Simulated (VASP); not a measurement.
# TaN (P6_3/mmc) in VASP: notebook

TaN is run at these levels: PBEsol; tasks: single point.

Program: VASP 6.6.1. These are calculated values, not measurements. Logs are shortened: lines on timing, memory, paths and dates and some standing lists are left out, and cuts for length are marked.

### Step 1. The cell of the first run

The structure is hexagonal, space group P6_3/mmc (No. 194). The conventional cell has a = 3.048 Å, b = 3.048 Å, c = 4.770 Å, α = 90.00°, β = 90.00°, γ = 120.00°. Within 2.8 Å of Ta (site symmetry -3m) lie 6 N at 2.13 Å and 2 Ta at 2.39 Å. N (site symmetry -6m2) has 6 Ta at 2.13 Å within 2.8 Å.

### Step 2. Single point, PBEsol (zz strain of -3 %)

File INCAR:

```
ALGO = Normal
EDIFF = 1E-6
ENCUT = 600
GGA = PS
GGA_COMPAT = False
ISIF = 2
ISMEAR = -1
LASPH = True
LCHARG = False
LREAL = False
LWAVE = False
NBANDS = 24
NELM = 120
PREC = Accurate
SIGMA = 0.01
```

File KPOINTS:

```
k-points
0
Gamma
  9 9 5
```

File POSCAR:

```
TaN
1.0
    3.0480019786      0.0000000000      0.0000000000
   -1.5240009893      2.6396471442      0.0000000000
    0.0000000000      0.0000000000      4.7704600000
Ta N
2 2
Direct
    0.0000000000      0.0000000000      0.0000000000
    0.0000000000      0.0000000000      0.5000000000
    0.3333333333      0.6666666667      0.2500000000
    0.6666666667      0.3333333333      0.7500000000
```

Potentials or basis: VASP PAW PBE potentials, release 64 (Ta_pv, N).

Command:

```
$ cat potpaw_PBE.64/Ta_pv/POTCAR potpaw_PBE.64/N/POTCAR > POTCAR
$ mpirun -np 1 vasp_std > vasp.out
```

OUTCAR:

```text
EDIFF = 1E-6
   ENCUT = 600
   GGA = PS
   ISIF = 2
   ISMEAR = -1
   LASPH = True
   LREAL = False
   NELM = 120
   PREC = Accurate

 ion  position               nearest neighbor table
   1  0.000  0.000  0.000-   3 2.13   4 2.13   3 2.13   4 2.13   4 2.13   3 2.13   2 2.39   2 2.39

   2  0.000  0.000  0.500-   3 2.13   4 2.13   3 2.13   4 2.13   4 2.13   3 2.13   1 2.39   1 2.39

   3  0.333  0.667  0.250-   1 2.13   2 2.13   1 2.13   2 2.13   1 2.13   2 2.13
   4  0.667  0.333  0.750-   1 2.13   2 2.13   1 2.13   2 2.13   1 2.13   2 2.13

  LATTYP: Found a hexagonal cell.
 ALAT       =     3.0480019786
 C/A-ratio  =     1.5651105326

  Lattice vectors:

 A1 = (   3.0480019786,   0.0000000000,   0.0000000000)
 A2 = (  -1.5240009893,   2.6396471442,   0.0000000000)
 A3 = (   0.0000000000,   0.0000000000,   4.7704600000)

Analysis of symmetry for initial positions (statically):
=====================================================================
 Subroutine PRICEL returns:
 Original cell was already a primitive cell.

 Routine SETGRP: Setting up the symmetry group for a
 hexagonal supercell.

 Subroutine GETGRP returns: Found 24 space group operations
 (whereof 12 operations were pure point group operations)
 out of a pool of 24 trial point group operations.

The static configuration has the point symmetry D_3d.
 The point group associated with its full space group is D_6h.

Analysis of symmetry for dynamics (positions and initial velocities):
=====================================================================
 Subroutine PRICEL returns:
 Original cell was already a primitive cell.

 Routine SETGRP: Setting up the symmetry group for a
 hexagonal supercell.

 Subroutine GETGRP returns: Found 24 space group operations
 (whereof 12 operations were pure point group operations)
 out of a pool of 24 trial point group operations.

The dynamic configuration has the point symmetry D_3d.
 The point group associated with its full space group is D_6h.

 Subroutine INISYM returns: Found 24 space group operations
 (whereof 12 operations are pure point group operations),
 and found     1 'primitive' translations

----------------------------------------------------------------------------------------

                                     Primitive cell

  volume of cell :      38.3815

  direct lattice vectors                    reciprocal lattice vectors
[... 83 lines left out ...]
   ISTART =      0    job   : 0-new  1-cont  2-samecut
   ICHARG =      2    charge: 1-file 2-atom 10-const
   ISPIN  =      1    spin polarized calculation?
   LNONCOLLINEAR =      F non collinear calculations
   LSORBIT =      F    spin-orbit coupling
   LASPH  =      T    aspherical Exc in radial PAW
   ENCUT  =  600.0 eV  44.10 Ry    6.64 a.u.   6.09  6.09  9.53*2*pi/ulx,y,z
   NELM   =    120;   NELMIN=  2; NELMDL= -5     # of ELM steps
   EDIFF  = 0.1E-05   stopping-criterion for ELM
   LREAL  =      F    real-space projection
   EDIFFG = 0.1E-04   stopping-criterion for IOM
   NSW    =      0    number of steps for IOM
   IBRION =     -1    ionic relax: 0-MD 1-quasi-New 2-CG
   NFREE  =      0    steps in history (QN), initial steepest desc. (CG)
   ISIF   =      2    stress and relaxation
   ISYM   =      2    0-nonsym 1-usesym 2-fastsym
   POTIM  = 0.5000    time-step for ionic-motion
   TEBEG  =    0.0;   TEEND  =   0.0 temperature during run
   PSTRESS=    0.0 pullay stress
   NELECT =      32.0000    total number of electrons
   NUPDOWN=      -1.0000    fix difference up-down
   EMIN   =  10.00;   EMAX   =-10.00  energy-range for DOS
   EFERMI =   0.00;   METHOD = LEGACY
   ISMEAR =    -1;   SIGMA  =   0.01  broadening in eV -4-tet -1-fermi 0-gaus
   EFERMI_NEDOS =   21; number of points for ismear=-14 and -15
   IALGO  =     38    algorithm
   IMIX   =      4    mixing-type and parameters
     AMIX     =   0.40;   BMIX     =  1.00
     AMIX_MAG =   1.60;   BMIX_MAG =  1.00
  volume/ion in A,a.u.               =       9.60        64.75
  Fermi-wavevector in a.u.,A,eV,Ry     =   1.540817  2.911722 32.301819  2.374117
  Thomas-Fermi vector in A             =   2.646850
   LORBIT       =      0    0 simple, 1 ext, 2 COOP (PROOUT), +10 PAW based schemes
   GGA     = PS    functional components
   LHFCALC =     F    Hartree Fock is set to
   AEXX    =    0.0000 exact exchange contribution
   IVDW    =     0    specifies the selected vdW correction
   LEPSILON=     F    determine dielectric tensor
   LRPA    =     F    only Hartree local field effects (RPA)
 non-spin polarized calculation
  energy-cutoff  :      600.00
  volume of cell :       38.38
 maximum number of plane-waves:      1296
   NGX = 13   NGY = 13   NGZ = 19

 number of electron      31.9999999 magnetization

 Free energy of the ion-electron system (eV)
  ---------------------------------------------------
  ext. energy  EPLUGINS =         0.00000000
  ---------------------------------------------------
  free energy    TOTEN  =       -43.40476471 eV

  energy without entropy =      -43.40279930  energy(sigma->0) =      -43.40378200

 E-fermi :  10.0765     XC(G=0): -14.0617

 val. band max:       10.0657976893   @ k =   0.3333   0.2222   0.2000
 cond. band min:      10.0846827008   @ k =   0.2222   0.0000   0.4000
 fundamental gap:      0.0188850115
 Fermi energy:        10.0765319194

 k-point     1 :       0.0000    0.0000    0.0000
  band No.  band energies     occupation
      1     -27.4418      2.00000
      2     -25.2312      2.00000
      3     -25.2312      2.00000
      4     -24.7361      2.00000
      5     -24.7361      2.00000
      6     -23.6582      2.00000
[... 637 lines left out ...]
     23      17.6436      0.00000
     24      17.6436      0.00000

 [... further k-points ...]
[... 5 lines left out ...]
  --------------------------------------------------------------------------------------
  -------------------------------------------------------------------------------------
  Total        8.8792635      8.8792635     33.5255594      0.0000000      0.0000000      0.0000000
  in kB      370.6518281    370.6518281   1399.4752934      0.0000000      0.0000000      0.0000000
  external PRESSURE =     713.5929832 kB  Pullay stress =       0.0000000 kB

 VOLUME and BASIS-vectors are now :
 -----------------------------------------------------------------------------
  energy-cutoff  :      600.00
  volume of cell :       38.38
      direct lattice vectors                 reciprocal lattice vectors
     3.048001979  0.000000000  0.000000000     0.328083777  0.189419257  0.000000000
    -1.524000989  2.639647144  0.000000000     0.000000000  0.378838513  0.000000000
     0.000000000  0.000000000  4.770460000     0.000000000  0.000000000  0.209623391

 POSITION                                       TOTAL-FORCE (eV/Angst)
 -----------------------------------------------------------------------------------
      0.00000      0.00000      0.00000        -0.000000     -0.000000      0.000000
      0.00000      0.00000      2.38523        -0.000000     -0.000000      0.000000
     -0.00000      1.75976      1.19261        -0.000000      0.000000      0.000000
      1.52400      0.87988      3.57784         0.000000     -0.000000     -0.000000
 -----------------------------------------------------------------------------------
    total drift:                               -0.000000      0.000000      0.000000

  FREE ENERGIE OF THE ION-ELECTRON SYSTEM (eV)
  ---------------------------------------------------
  free  energy   TOTEN  =       -43.4047647071 eV

  energy  without entropy=      -43.4027992952  energy(sigma->0) =      -43.40378200
```

OSZICAR:

```text
N       E                     dE             d eps       ncg     rms          rms(c)
DAV:   1     0.291129935916E+03    0.29113E+03   -0.19007E+04  1728   0.160E+03
DAV:   2    -0.338017623722E+02   -0.32493E+03   -0.30923E+03  2056   0.448E+02
DAV:   3    -0.481771561342E+02   -0.14375E+02   -0.14141E+02  2192   0.939E+01
DAV:   4    -0.483367626181E+02   -0.15961E+00   -0.15940E+00  1920   0.102E+01
DAV:   5    -0.483388921365E+02   -0.21295E-02   -0.21288E-02  2272   0.959E-01    0.440E+01
DAV:   6    -0.436174033056E+02    0.47215E+01   -0.16726E+01  2136   0.302E+01    0.203E+01
DAV:   7    -0.434589203389E+02    0.15848E+00   -0.11471E+00  1968   0.763E+00    0.116E+01
DAV:   8    -0.434112998088E+02    0.47621E-01   -0.11795E-01  2136   0.256E+00    0.142E+00
DAV:   9    -0.434050705659E+02    0.62292E-02   -0.20133E-02  2120   0.924E-01    0.501E-01
DAV:  10    -0.434048871029E+02    0.18346E-03   -0.27883E-03  2048   0.409E-01    0.131E-01
DAV:  11    -0.434047646103E+02    0.12249E-03   -0.28229E-04  2112   0.134E-01    0.144E-02
DAV:  12    -0.434047652706E+02   -0.66028E-06   -0.11129E-05  1992   0.239E-02    0.650E-03
DAV:  13    -0.434047647071E+02    0.56351E-06   -0.36935E-07  1296   0.431E-03
   1 F= -.43404765E+02 E0= -.43403782E+02  d E =-.196541E-02
```

It took 57 s on 1 thread of Intel Xeon 8259CL, shared host; peak memory 0.18 GiB.

Results:

```
Free energy            : -43.4048 eV
Pressure               : 71.4 GPa
Band gap on the k mesh : zero (bands 16 and 17 overlap by 3.25 eV)
```

Caveat: the cell differs from its parent crystal (zz strain of -3 %); the cell stands under pressure; the PAW data sets were made with another functional, which shifts forces and pressure a little; spin-orbit coupling is left out, which moves the levels of the heavy elements.

### Step 3. Single point, PBEsol (equal xx and yy strain of -1 %)

File INCAR:

```
SYSTEM = TaN
ALGO = Normal ; EDIFF = 1E-6
ENCUT = 600 ; GGA = PS
GGA_COMPAT = .False. ; ISIF = 2
ISMEAR = -1 ; LASPH = .True.
LCHARG = .False. ; LREAL = .False.
LWAVE = .False. ; NBANDS = 24
NELM = 120 ; PREC = Accurate
SIGMA = 0.01
```

File KPOINTS:

```
k-points
0
Gamma
  9 9 5
  0 0 0
```

File POSCAR:

```
TaN
1.0
    3.0175219588      0.0000000000      0.0000000000
   -1.5087609794      2.6132506728      0.0000000000
    0.0000000000      0.0000000000      4.9180000000
Ta N
2 2
Direct
    0.0000000000      0.0000000000      0.0000000000
    0.0000000000      0.0000000000      0.5000000000
    0.3333333333      0.6666666667      0.2500000000
    0.6666666667      0.3333333333      0.7500000000
```

Potentials or basis: VASP PAW PBE potentials, release 64 (Ta_pv, N).

Command:

```
$ cat potpaw_PBE.64/Ta_pv/POTCAR potpaw_PBE.64/N/POTCAR > POTCAR
$ mpirun -np 1 vasp_std > vasp.out
```

Run time: 57 s. Hardware: 1 thread of Intel Xeon 8259CL, shared host; peak memory 0.18 GiB.

It converged, with:

| Item | Value |
| --- | --- |
| Free energy | -44.1869 eV |
| Pressure | 59.7 GPa |
| Band gap on the k mesh | zero (bands 16 and 17 overlap by 2.38 eV) |

Stress tensor (GPa, compression positive):
```
 28.82   0.00   0.00
  0.00  28.82   0.00
  0.00   0.00 121.34
```

Levels at points of the mesh, in eV from the Fermi level:
| k point | band 12 | band 13 | band 14 | band 15 | band 16 | band 17 | band 18 | band 19 | band 20 | band 21 |
| --- | --- | --- | --- | --- | --- | --- | --- | --- | --- | --- |
| (0.00, 0.00, 0.00) | -5.34 | -3.64 | -3.62 | -3.62 | -1.80 | -1.80 | -0.66 | -0.66 | 3.06 | 4.44 |

Caveat: the cell differs from its parent crystal (equal xx and yy strain of -1 %); the cell stands under pressure; the PAW data sets were made with another functional, which shifts forces and pressure a little; spin-orbit coupling is left out, which moves the levels of the heavy elements.

### Step 4. Single point, PBEsol (zz strain of -2 %)

File INCAR:

```
SYSTEM = TaN
PREC = Accurate
ENCUT = 600
EDIFF = 1E-6
ISMEAR = -1
SIGMA = 0.01
LREAL = .False.
LASPH = .True.
NELM = 120
ALGO = Normal
ISIF = 2
LWAVE = .False.
LCHARG = .False.
GGA = PS
NBANDS = 24
GGA_COMPAT = .False.
```

File KPOINTS:

```
regular mesh
0
Gamma
  9 9 5
  0 0 0
```

File POSCAR:

```
TaN
1.0
    3.0480019786      0.0000000000      0.0000000000
   -1.5240009893      2.6396471442      0.0000000000
    0.0000000000      0.0000000000      4.8196400000
Ta N
2 2
Direct
    0.0000000000      0.0000000000      0.0000000000
    0.0000000000      0.0000000000      0.5000000000
    0.3333333333      0.6666666667      0.2500000000
    0.6666666667      0.3333333333      0.7500000000
```

Command:

```
$ cat potpaw_PBE.64/Ta_pv/POTCAR potpaw_PBE.64/N/POTCAR > POTCAR
$ mpirun -np 1 vasp_std > vasp.out
```

Run time: 53 s. Hardware: 1 thread of Intel Xeon 8259CL, shared host; peak memory 0.18 GiB.

It converged, with:

| Item | Value |
| --- | --- |
| Free energy | -43.7346 eV |
| Pressure | 63.9 GPa |
| Band gap on the k mesh | zero (bands 16 and 17 overlap by 2.93 eV) |

Stress tensor (GPa, compression positive):
```
 32.23   0.00   0.00
  0.00  32.23   0.00
  0.00   0.00 127.14
```

Levels at points of the mesh, in eV from the Fermi level:
| k point | band 12 | band 13 | band 14 | band 15 | band 16 | band 17 | band 18 | band 19 | band 20 | band 21 |
| --- | --- | --- | --- | --- | --- | --- | --- | --- | --- | --- |
| (0.00, 0.00, 0.00) | -5.45 | -3.68 | -3.68 | -3.55 | -2.13 | -2.13 | -0.62 | -0.62 | 3.04 | 4.24 |

Caveat: the cell differs from its parent crystal (zz strain of -2 %); the cell stands under pressure; the PAW data sets were made with another functional, which shifts forces and pressure a little; spin-orbit coupling is left out, which moves the levels of the heavy elements.

### Step 5. Single point, PBEsol (zz strain of +2 %)

INCAR: that of step 4 with these lines changed.

```diff
@@ -12,4 +12,6 @@
 LWAVE = .False.
-LCHARG = .False.
+LCHARG = .True.
 GGA = PS
+LELF = .True.
+LVHAR = .True.
 NBANDS = 24
```

KPOINTS is that of step 4.

POSCAR: that of step 4 with these lines changed.

```diff
@@ -4,3 +4,3 @@
    -1.5240009893      2.6396471442      0.0000000000
-    0.0000000000      0.0000000000      4.8196400000
+    0.0000000000      0.0000000000      5.0163600000
 Ta N
```

Command:

```
$ cat potpaw_PBE.64/Ta_pv/POTCAR potpaw_PBE.64/N/POTCAR > POTCAR
$ mpirun -np 1 vasp_std > vasp.out
```

It took 56 s on 1 thread of Intel Xeon 8259CL, shared host; peak memory 0.18 GiB.

The run converged. Its results:

- Free energy: -44.8041 eV
- Pressure: 37.5 GPa
- Band gap on the k mesh: zero (bands 16 and 17 overlap by 2.12 eV)

Stress tensor (GPa, compression positive):
```
10.88  0.00  0.00
 0.00 10.88  0.00
 0.00  0.00 90.86
```

Levels at points of the mesh, in eV from the Fermi level:
```
           k point  band 14  band 15  band 16  band 17  band 18  band 19
(0.00, 0.00, 0.00)    -3.47    -3.47    -1.57    -1.57    -0.61    -0.61
```

Caveat: the cell differs from its parent crystal (zz strain of +2 %); the cell stands under pressure; the PAW data sets were made with another functional, which shifts forces and pressure a little; spin-orbit coupling is left out, which moves the levels of the heavy elements.

### Step 6. Single point, PBEsol (equal xx and yy strain of +2 %)

File INCAR:

```
SYSTEM = TaN
PREC     = Accurate       ! precision mode
ENCUT    = 600            ! plane-wave cutoff, eV
EDIFF    = 1E-6           ! SCF threshold, eV
ISMEAR   = -1             ! smearing method
SIGMA    = 0.01           ! smearing width, eV
LREAL    = .FALSE.        ! projectors in reciprocal space
LASPH    = .TRUE.         ! aspherical terms in the spheres
NELM     = 120            ! most SCF steps
ALGO     = Normal         ! electronic algorithm
ISIF     = 2              ! what is computed and relaxed
LWAVE    = .FALSE.        ! write WAVECAR
LCHARG   = .FALSE.        ! write CHGCAR
GGA      = PS             ! functional
NBANDS   = 24             ! bands
GGA_COMPAT= .FALSE.
```

File KPOINTS:

```
regular mesh
0
G
  9 9 5
  0 0 0
```

File POSCAR:

```
TaN
1.0
    3.1089620182      0.0000000000      0.0000000000
   -1.5544810091      2.6924400871      0.0000000000
    0.0000000000      0.0000000000      4.9180000000
Ta N
2 2
Direct
    0.0000000000      0.0000000000      0.0000000000
    0.0000000000      0.0000000000      0.5000000000
    0.3333333333      0.6666666667      0.2500000000
    0.6666666667      0.3333333333      0.7500000000
```

Potentials or basis: VASP PAW PBE potentials, release 64 (Ta_pv, N).

Command:

```
$ cat potpaw_PBE.64/Ta_pv/POTCAR potpaw_PBE.64/N/POTCAR > POTCAR
$ mpirun -np 1 vasp_std > vasp.out
```

Run time: 80 s. Hardware: 1 thread of Intel Xeon 8259CL, shared host; peak memory 0.2 GiB.

The run converged. Its results:

| Item | Value |
| --- | --- |
| Free energy | -44.4561 eV |
| Pressure | 33.0 GPa |
| Band gap on the k mesh | zero (bands 16 and 17 overlap by 2.71 eV) |

Stress tensor (GPa, compression positive):
```
 7.12  0.00  0.00
 0.00  7.12  0.00
 0.00  0.00 84.89
```

Levels at points of the mesh, in eV from the Fermi level:
```csv
k point,band 12,band 13,band 14,band 15,band 16,band 17,band 18,band 19,band 20,band 21
"(0.00, 0.00, 0.00)",-5.13,-3.54,-3.54,-3.43,-1.96,-1.96,-0.57,-0.57,2.46,4.17
```

Caveat: the cell differs from its parent crystal (equal xx and yy strain of +2 %); the cell stands under pressure; the PAW data sets were made with another functional, which shifts forces and pressure a little; spin-orbit coupling is left out, which moves the levels of the heavy elements.

### Step 7. Overview

```tsv
cell	gap on the mesh (eV)	pressure (GPa)
a = 3.048, b = 3.048, c = 4.770 Å, angles 90.0, 90.0, 120.0°, 4 atoms	none	71.4
a = 3.018, b = 3.018, c = 4.918 Å, angles 90.0, 90.0, 120.0°, 4 atoms	none	59.7
a = 3.048, b = 3.048, c = 4.820 Å, angles 90.0, 90.0, 120.0°, 4 atoms	none	63.9
a = 3.048, b = 3.048, c = 5.016 Å, angles 90.0, 90.0, 120.0°, 4 atoms	none	37.5
a = 3.109, b = 3.109, c = 4.918 Å, angles 90.0, 90.0, 120.0°, 4 atoms	none	33.0
```

Alike in all rows: task single point; level PBEsol; potentials or basis VASP PAW PBE potentials, release 64 (Ta_pv, N); no spin polarisation; k mesh 9 × 9 × 5; cutoff (eV) 600; smearing fermi-dirac 0.01 eV.

Caveats: the cell stands under pressure; the PAW data sets were made with another functional, which shifts forces and pressure a little; spin-orbit coupling is left out, which moves the levels of the heavy elements.

Absolute energies hang on the potentials; compare differences alone.
